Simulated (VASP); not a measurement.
A run of VASP 6.6.1:

File INCAR:

```
SYSTEM = Al
  ALGO = Fast
  EDIFF = 1E-7
  ENCUT = 520
  GGA = PS
  ISIF = 2
  ISMEAR = 0
  LASPH = .TRUE.
  LCHARG = .FALSE.
  LREAL = .FALSE.
  LWAVE = .FALSE.
  NBANDS = 14
  NELM = 80
  PREC = Accurate
  SIGMA = 0.15
```

Contents of KPOINTS:

```
k-points
0
G
  24 24 6
  0 0 0
```

POSCAR

```
Al
1.0
    2.5987749561      0.0000000000      0.0000000000
   -1.2993874781      2.2506051307      0.0000000000
    0.0000000000      0.0000000000     11.1039704228
Al
4
Direct
    0.0000000000      0.0000000000      0.0000000000
    0.3333333333      0.6666666667      0.2500000000
    0.0000000000      0.0000000000      0.5000000000
    0.6666666667      0.3333333333      0.7500000000
```

Potentials or basis: VASP PAW PBE potentials, release 64 (Al).

The run is started by

```sh
$ cat potpaw_PBE.64/Al/POTCAR > POTCAR
$ mpirun -np 1 vasp_std > vasp.out
```

Hardware: 1 thread of Intel(R) Xeon(R) 6975P-C (Granite Rapids), on a shared host.

Task: Estimate the wall time of this run.

Result: It took 100 s on 1 thread of Intel(R) Xeon(R) 6975P-C (Granite Rapids), with other jobs on the host, peak memory 0.29 GiB. Counts: scf iterations 19, k points 244.
